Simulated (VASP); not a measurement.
# FePt (Pm-3m) in VASP: further runs

The runs below take FePt through single point, with PBE.

Everything below comes from runs of VASP 6.6.1. Logs are shortened: lines on timing, memory, paths and dates and some standing lists are left out, and cuts for length are marked.

**1. The cell of the first run**

Symmetry: Pm-3m, No. 221, cubic system. The conventional cell has a = 3.065 Å, b = 3.065 Å, c = 3.065 Å, α = 90.00°, β = 90.00°, γ = 90.00°. Fe (site symmetry m-3m) has 8 Pt at 2.65 Å and 6 Fe at 3.06 Å within 3.5 Å. Pt (site symmetry m-3m) has 8 Fe at 2.65 Å and 6 Pt at 3.06 Å within 3.5 Å.

**2. Single point, PBE, collinear spin, ferromagnetic start**

Input file INCAR:

```
ALGO = Fast ; EDIFF = 1E-6
ENCUT = 520 ; GGA = PE
ISIF = 2 ; ISMEAR = 0
ISPIN = 2 ; LASPH = T
LCHARG = T ; LELF = T
LMAXMIX = 4 ; LORBIT = 11
LREAL = F ; LVHAR = T
LWAVE = F ; MAGMOM = 3.33 0.42
NBANDS = 20 ; NELM = 150
PREC = Accurate ; SIGMA = 0.1
```

Input file KPOINTS:

```
k-points
0
Gamma
  6 6 6
```

Input file POSCAR:

```
FePt
1.0
    3.0648216502      0.0000000000      0.0000000000
    0.0000000000      3.0648216502      0.0000000000
    0.0000000000      0.0000000000      3.0648216502
Fe Pt
1 1
Direct
    0.0000000000      0.0000000000      0.0000000000
    0.5000000000      0.5000000000      0.5000000000
```

Potentials or basis: VASP PAW PBE potentials, release 64 (Fe, Pt).

Command:

```console
cat potpaw_PBE.64/Fe/POTCAR potpaw_PBE.64/Pt/POTCAR > POTCAR
mpirun -np 1 vasp_std > vasp.out
```

OUTCAR:

```text
EDIFF = 1E-6
   ENCUT = 520
   GGA = PE
   ISIF = 2
   ISMEAR = 0
   ISPIN = 2
   LASPH = T
   LORBIT = 11
   LREAL = F
   NELM = 150
   PREC = Accurate

 ion  position               nearest neighbor table
   1  0.000  0.000  0.000-   2 2.65   2 2.65   2 2.65   2 2.65   2 2.65   2 2.65   2 2.65   2 2.65

   2  0.500  0.500  0.500-   1 2.65   1 2.65   1 2.65   1 2.65   1 2.65   1 2.65   1 2.65   1 2.65

  LATTYP: Found a simple cubic cell.
 ALAT       =     3.0648216502

  Lattice vectors:

 A1 = (   3.0648216502,   0.0000000000,   0.0000000000)
 A2 = (   0.0000000000,   3.0648216502,   0.0000000000)
 A3 = (   0.0000000000,   0.0000000000,   3.0648216502)

Analysis of symmetry for initial positions (statically):
=====================================================================
 Subroutine PRICEL returns:
 Original cell was already a primitive cell.

 Routine SETGRP: Setting up the symmetry group for a
 simple cubic supercell.

 Subroutine GETGRP returns: Found 48 space group operations
 (whereof 48 operations were pure point group operations)
 out of a pool of 48 trial point group operations.

The static configuration has the point symmetry O_h .

Analysis of symmetry for dynamics (positions and initial velocities):
=====================================================================
 Subroutine PRICEL returns:
 Original cell was already a primitive cell.

 Routine SETGRP: Setting up the symmetry group for a
 simple cubic supercell.

 Subroutine GETGRP returns: Found 48 space group operations
 (whereof 48 operations were pure point group operations)
 out of a pool of 48 trial point group operations.

The dynamic configuration has the point symmetry O_h .

Analysis of structural, dynamic, and magnetic symmetry:
=====================================================================
 Subroutine PRICEL returns:
 Original cell was already a primitive cell.

 Routine SETGRP: Setting up the symmetry group for a
 simple cubic supercell.

 Subroutine GETGRP returns: Found 48 space group operations
 (whereof 48 operations were pure point group operations)
 out of a pool of 48 trial point group operations.

The overall configuration has the point symmetry O_h .

 Subroutine INISYM returns: Found 48 space group operations
 (whereof 48 operations are pure point group operations),
 and found     1 'primitive' translations

----------------------------------------------------------------------------------------

                                     Primitive cell

  volume of cell :      28.7883

  direct lattice vectors                    reciprocal lattice vectors
     3.064821650  0.000000000  0.000000000     0.326283260  0.000000000  0.000000000
     0.000000000  3.064821650  0.000000000     0.000000000  0.326283260  0.000000000
     0.000000000  0.000000000  3.064821650     0.000000000  0.000000000  0.326283260

  length of vectors
     3.064821650  3.064821650  3.064821650     0.326283260  0.326283260  0.326283260

  position of ions in fractional coordinates (direct lattice)
     0.000000000  0.000000000  0.000000000
     0.500000000  0.500000000  0.500000000

  ion indices of the primitive-cell ions
   primitive index   ion index
                 1           1
                 2           2

----------------------------------------------------------------------------------------

 KPOINTS: k-points

Automatic generation of k-mesh.
 Grid dimensions read from file:
 generate k-points for:    6    6    6

 Generating k-lattice:

  Cartesian coordinates                     Fractional coordinates (reciprocal lattice)
     0.054380543  0.000000000  0.000000000     0.166666667  0.000000000  0.000000000
     0.000000000  0.054380543  0.000000000     0.000000000  0.166666667  0.000000000
     0.000000000  0.000000000  0.054380543     0.000000000  0.000000000  0.166666667

  Length of vectors
     0.054380543  0.054380543  0.054380543

  Shift w.r.t. Gamma in fractional coordinates (k-lattice)
     0.000000000  0.000000000  0.000000000

 Subroutine IBZKPT returns following result:
 ===========================================

 Found     20 irreducible k-points:

 Following reciprocal coordinates:
            Coordinates               Weight
  0.000000  0.000000  0.000000      1.000000
  0.166667  0.000000  0.000000      6.000000
  0.333333  0.000000  0.000000      6.000000
  0.500000  0.000000  0.000000      3.000000
  0.166667  0.166667  0.000000     12.000000
  0.333333  0.166667  0.000000     24.000000
[... 12 lines left out ...]
  0.500000  0.500000  0.333333      6.000000
  0.500000  0.500000  0.500000      1.000000
   k-points           NKPTS =     20   k-points in BZ     NKDIM =     20   number of bands    NBANDS=     20
   number of dos      NEDOS =    301   number of ions     NIONS =      2
   total plane-waves  NPLWV =  13824
   dimension x,y,z NGX =    24 NGY =   24 NGZ =   24
   dimension x,y,z NGXF=    48 NGYF=   48 NGZF=   48
   ions per type =               1   1
   NGX,Y,Z   is equivalent  to a cutoff of  13.02, 13.02, 13.02 a.u.
   NGXF,Y,Z  is equivalent  to a cutoff of  26.04, 26.04, 26.04 a.u.
 SYSTEM =  unknown system
   PREC   = accura    normal or accurate (medium, high low for compatibility)
   ISTART =      0    job   : 0-new  1-cont  2-samecut
   ICHARG =      2    charge: 1-file 2-atom 10-const
   ISPIN  =      2    spin polarized calculation?
   LNONCOLLINEAR =      F non collinear calculations
   LSORBIT =      F    spin-orbit coupling
   LASPH  =      T    aspherical Exc in radial PAW
   ENCUT  =  520.0 eV  38.22 Ry    6.18 a.u.   5.70  5.70  5.70*2*pi/ulx,y,z
   NELM   =    150;   NELMIN=  2; NELMDL= -5     # of ELM steps
   EDIFF  = 0.1E-05   stopping-criterion for ELM
   LREAL  =      F    real-space projection
   EDIFFG = 0.1E-04   stopping-criterion for IOM
   NSW    =      0    number of steps for IOM
   IBRION =     -1    ionic relax: 0-MD 1-quasi-New 2-CG
   NFREE  =      0    steps in history (QN), initial steepest desc. (CG)
   ISIF   =      2    stress and relaxation
   ISYM   =      2    0-nonsym 1-usesym 2-fastsym
   POTIM  = 0.5000    time-step for ionic-motion
   TEBEG  =    0.0;   TEEND  =   0.0 temperature during run
   PSTRESS=    0.0 pullay stress
   NELECT =      18.0000    total number of electrons
   NUPDOWN=      -1.0000    fix difference up-down
   EMIN   =  10.00;   EMAX   =-10.00  energy-range for DOS
   EFERMI =   0.00;   METHOD = LEGACY
   ISMEAR =     0;   SIGMA  =   0.10  broadening in eV -4-tet -1-fermi 0-gaus
   EFERMI_NEDOS =   21; number of points for ismear=-14 and -15
   IALGO  =     68    algorithm
   IMIX   =      4    mixing-type and parameters
     AMIX     =   0.40;   BMIX     =  1.00
     AMIX_MAG =   1.60;   BMIX_MAG =  1.00
  volume/ion in A,a.u.               =      14.39        97.14
  Fermi-wavevector in a.u.,A,eV,Ry     =   1.399890  2.645408 26.663214  1.959691
  Thomas-Fermi vector in A             =   2.522904
   LORBIT       =     11    0 simple, 1 ext, 2 COOP (PROOUT), +10 PAW based schemes
   GGA     = PE    functional components
   LHFCALC =     F    Hartree Fock is set to
   AEXX    =    0.0000 exact exchange contribution
   IVDW    =     0    specifies the selected vdW correction
   LEPSILON=     F    determine dielectric tensor
   LRPA    =     F    only Hartree local field effects (RPA)
 spin polarized calculation
 RMM-DIIS sequential band-by-band and
 Gauss-broadening in eV      SIGMA  =   0.10
  energy-cutoff  :      520.00
  volume of cell :       28.79
 maximum number of plane-waves:       804
 NGX is ok and might be reduce to    24
   NGX = 11   NGY = 11   NGZ = 11

 number of electron      17.9999993 magnetization       3.5276647

 Free energy of the ion-electron system (eV)
  ---------------------------------------------------
  ext. energy  EPLUGINS =         0.00000000
  ---------------------------------------------------
  free energy    TOTEN  =       -14.44948485 eV

  energy without entropy =      -14.43017350  energy(sigma->0) =      -14.43982917

 E-fermi :   8.3015     XC(G=0): -12.8141

 val. band max:        8.2792955194   @ k =   0.5000   0.1667   0.1667
 cond. band min:       8.3103498132   @ k =   0.3333   0.3333   0.3333
 fundamental gap:      0.0310542937
 Fermi energy:         8.3015246935

 spin component 1

 k-point     1 :       0.0000    0.0000    0.0000
  band No.  band energies     occupation
      1      -1.1201      1.00000
      2       2.2754      1.00000
      3       2.2754      1.00000
      4       4.7495      1.00000
      5       4.7495      1.00000
      6       4.7495      1.00000
[... 12 lines left out ...]
     19      27.4244      0.00000
     20      27.4244      0.00000

 k-point     2 :       0.1667    0.0000    0.0000
  band No.  band energies     occupation
      1      -0.5851      1.00000
      2       2.5069      1.00000
      3       2.5736      1.00000
      4       4.7493      1.00000
      5       4.7493      1.00000
      6       4.9148      1.00000
[... 12 lines left out ...]
     19      27.7969      0.00000
     20      27.8565      0.00000

 k-point     3 :       0.3333    0.0000    0.0000
  band No.  band energies     occupation
      1       0.7971      1.00000
      2       3.1472      1.00000
      3       3.1626      1.00000
      4       4.8348      1.00000
      5       4.8348      1.00000
      6       5.1779      1.00000
[... 12 lines left out ...]
     19      26.7146      0.00000
     20      28.2586      0.00000

 k-point     4 :       0.5000    0.0000    0.0000
  band No.  band energies     occupation
      1       1.8817      1.00000
      2       3.3161      1.00000
      3       3.8278      1.00000
      4       4.4533      1.00000
      5       5.0940      1.00000
      6       5.0940      1.00000
[... 334 lines left out ...]
     19      32.5124      0.00000
     20      32.9003      0.00000

 k-point    19 :       0.5000    0.5000    0.3333
  band No.  band energies     occupation
      1       2.8170      1.00000
      2       3.3322      1.00000
      3       3.3322      1.00000
      4       3.8799      1.00000
      5       4.8674      1.00000
      6       4.8674      1.00000
[... 12 lines left out ...]
     19      34.3008      0.00000
     20      34.3008      0.00000

 k-point    20 :       0.5000    0.5000    0.5000
  band No.  band energies     occupation
      1       3.2272      1.00000
      2       3.2272      1.00000
      3       3.2272      1.00000
      4       4.4924      1.00000
      5       4.4924      1.00000
      6       4.4924      1.00000
[... 12 lines left out ...]
     19      37.6005      0.00000
     20      37.8444      0.00000
 Fermi energy:         8.3015246935

 spin component 2

 k-point     1 :       0.0000    0.0000    0.0000
  band No.  band energies     occupation
      1      -0.8897      1.00000
      2       2.9958      1.00000
      3       2.9959      1.00000
      4       5.9000      1.00000
      5       5.9001      1.00000
      6       5.9001      1.00000
[... 12 lines left out ...]
     19      27.3975      0.00000
     20      27.3975      0.00000

 k-point     2 :       0.1667    0.0000    0.0000
  band No.  band energies     occupation
      1      -0.3558      1.00000
      2       3.1978      1.00000
      3       3.3069      1.00000
      4       5.7675      1.00000
      5       5.7675      1.00000
      6       6.0520      1.00000
[... 12 lines left out ...]
     19      27.8559      0.00000
     20      27.8812      0.00000

 k-point     3 :       0.3333    0.0000    0.0000
  band No.  band energies     occupation
      1       1.0032      1.00000
      2       3.6841      1.00000
      3       3.9544      1.00000
      4       5.4970      1.00000
      5       5.4970      1.00000
      6       6.4239      1.00000
[... 12 lines left out ...]
     19      27.2532      0.00000
     20      28.2915      0.00000

 k-point     4 :       0.5000    0.0000    0.0000
  band No.  band energies     occupation
      1       2.0077      1.00000
      2       3.9958      1.00000
      3       4.2159      1.00000
      4       5.3593      1.00000
      5       5.3593      1.00000
      6       6.6723      1.00000
[... 337 lines left out ...]
 k-point    19 :       0.5000    0.5000    0.3333
  band No.  band energies     occupation
      1       3.1891      1.00000
      2       3.7397      1.00000
      3       3.7397      1.00000
      4       5.1978      1.00000
      5       6.7630      1.00000
      6       6.7631      1.00000
[... 12 lines left out ...]
     19      34.4099      0.00000
     20      34.4099      0.00000

 k-point    20 :       0.5000    0.5000    0.5000
  band No.  band energies     occupation
      1       3.4864      1.00000
      2       3.4864      1.00000
      3       3.4864      1.00000
      4       6.5592      1.00000
      5       6.5595      1.00000
      6       6.5595      1.00000
[... 12 lines left out ...]
     19      37.7334      0.00000
     20      37.7793      0.00000

------------------------ aborting loop because EDIFF is reached ----------------------------------------

  FORCE on cell =-STRESS in cart. coord.  units (eV):
  Direction    XX          YY          ZZ          XY          YZ          ZX
  --------------------------------------------------------------------------------------
  -------------------------------------------------------------------------------------
  Total       -0.1786850     -0.1786850     -0.1786850     -0.0000000     -0.0000000     -0.0000000
  in kB       -9.9445047     -9.9445047     -9.9445047     -0.0000000     -0.0000000     -0.0000000
  external PRESSURE =      -9.9445047 kB  Pullay stress =       0.0000000 kB

 VOLUME and BASIS-vectors are now :
 -----------------------------------------------------------------------------
  energy-cutoff  :      520.00
  volume of cell :       28.79
      direct lattice vectors                 reciprocal lattice vectors
     3.064821650  0.000000000  0.000000000     0.326283260  0.000000000  0.000000000
     0.000000000  3.064821650  0.000000000     0.000000000  0.326283260  0.000000000
     0.000000000  0.000000000  3.064821650     0.000000000  0.000000000  0.326283260

 POSITION                                       TOTAL-FORCE (eV/Angst)
 -----------------------------------------------------------------------------------
      0.00000      0.00000      0.00000         0.000000      0.000000      0.000000
      1.53241      1.53241      1.53241         0.000000      0.000000      0.000000
 -----------------------------------------------------------------------------------
    total drift:                                0.000000     -0.000000     -0.000000

  FREE ENERGIE OF THE ION-ELECTRON SYSTEM (eV)
  ---------------------------------------------------
  free  energy   TOTEN  =       -14.4494848460 eV

  energy  without entropy=      -14.4301734981  energy(sigma->0) =      -14.43982917

 total charge

# of ion       s       p       d       tot
------------------------------------------
    1        0.411   0.445   6.068   6.923
    2        0.677   0.578   8.056   9.312
--------------------------------------------------
tot          1.088   1.023  14.124  16.235

 magnetization (x)

# of ion       s       p       d       tot
------------------------------------------
    1        0.021   0.014   3.088   3.123
    2       -0.040  -0.032   0.415   0.343
--------------------------------------------------
tot         -0.018  -0.018   3.502   3.466
```

Wall time 12 s (1 thread of Intel Xeon 6975P-C (Granite Rapids), shared host); peak memory 0.15 GiB.

Results:

```yaml
Free_energy: -14.4495 eV
Pressure: -1.0 GPa
Net_moment: 3.53 μB per cell
Site_moments: Fe +3.12; Pt +0.34 μB
Valence_electrons_inside_the_program's_atomic_spheres: Fe 6.92; Pt 9.31
```

Caveat: spin-orbit coupling is left out, which moves the levels of the heavy elements.

(Part 1 of 3 ends here.)
